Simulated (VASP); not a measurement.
Here is a VASP 6.6.1 calculation.

INCAR

```
SYSTEM = HfO2
PREC = Accurate
ENCUT = 600
EDIFF = 1E-6
ISMEAR = 0
SIGMA = 0.01
LREAL = .False.
LASPH = .True.
NELM = 100
ALGO = Normal
ISIF = 3
LWAVE = .False.
LCHARG = .False.
IBRION = 2
NSW = 80
EDIFFG = -0.002
```

File KPOINTS:

```
Automatic mesh
0
Gamma
  4 4 4
  0 0 0
```

The input POSCAR:

```
HfO2
1.0
    5.0941750112      0.0000000000      0.0000000000
    0.0000000000      5.1506447000      0.0000000000
   -0.8761689838      0.0000000000      5.2029534954
Hf O
4 8
Direct
    0.2761357800      0.4580646800      0.7079073300
    0.7238642200      0.9580646800      0.7920926700
    0.7238642200      0.5419353200      0.2920926700
    0.2761357800      0.0419353200      0.2079073300
    0.4479978200      0.7425259500      0.9785779900
    0.5520021800      0.2425259500      0.5214220100
    0.5520021800      0.2574740500      0.0214220100
    0.4479978200      0.7574740500      0.4785779900
    0.0683607800      0.3307588800      0.3462527800
    0.9316392200      0.8307588800      0.1537472200
    0.9316392200      0.6692411200      0.6537472200
    0.0683607800      0.1692411200      0.8462527800
```

Potentials or basis: VASP PAW LDA potentials, release 64 (Hf_pv, O).

Command:

```sh
$ cat potpaw_LDA.64/Hf_pv/POTCAR potpaw_LDA.64/O/POTCAR > POTCAR
$ mpirun -np 1 vasp_std > vasp.out
```

Task: What does it give for the relaxed volume?

Result: 11.00 Å³/atom.

Task: Predict the band gap on the k mesh.

Result: 3.94 eV, indirect (least direct gap 4.04 eV).

Task: What does it give for the space group after relaxing (to 0.05 Å)?

Result: P2_1/c (No. 14).

The path:
```
step  energy change (eV)  largest force (eV/Å)  pressure (GPa)  volume (Å³)
   1              0.0000                0.0944           -7.36       136.52
   2              0.1833                0.5481           14.64       126.45
   3             -0.0917                0.2222           -0.09       132.73
   4             -0.0917                0.2257            0.05       132.65
   5             -0.0934                0.2108            0.03       132.46
   6             -0.0948                0.0692            0.05       132.54
   7             -0.0961                0.0445           -0.08       132.56
   8             -0.0967                0.0359           -0.22       132.58
   9             -0.0971                0.0364            0.33       132.30
  10             -0.0971                0.0329            0.22       132.35
  11             -0.0976                0.0390            0.09       132.39
  12             -0.0978                0.0508           -0.02       132.42
  13             -0.0982                0.0343           -0.05       132.43
  14             -0.0984                0.0439           -0.07       132.44
  15             -0.0989                0.0347           -0.01       132.37
  16             -0.0995                0.0528            0.10       132.27
  17             -0.0993                0.1320            0.31       132.06
  18             -0.0996                0.0849            0.19       132.18
  19             -0.0999                0.0807            0.17       132.18
  20             -0.1006                0.0704            0.09       132.17
  21             -0.1015                0.0577           -0.08       132.16
  22             -0.1014                0.0730           -0.46       132.14
  23             -0.1018                0.0587           -0.25       132.15
  24             -0.1023                0.0429            0.03       132.00
  25             -0.1023                0.0455            0.19       131.91
  26             -0.1027                0.0184            0.07       131.94
  27             -0.1027                0.0130            0.00       131.96
  28             -0.1028                0.0096            0.00       131.96
  29             -0.1028                0.0106            0.00       131.96
  30             -0.1028                0.0057           -0.01       131.96
  31             -0.1028                0.0059           -0.01       131.96
  32             -0.1029                0.0022            0.01       131.95
  33             -0.1029                0.0020            0.02       131.95
  34             -0.1029                0.0025            0.03       131.94
  35             -0.1029                0.0021            0.03       131.95
  36             -0.1029                0.0032           -0.03       131.97
  37             -0.1029                0.0016           -0.02       131.96
```

Caveat: spin-orbit coupling is left out, which moves the levels of the heavy elements. A k mesh can miss the band edges.
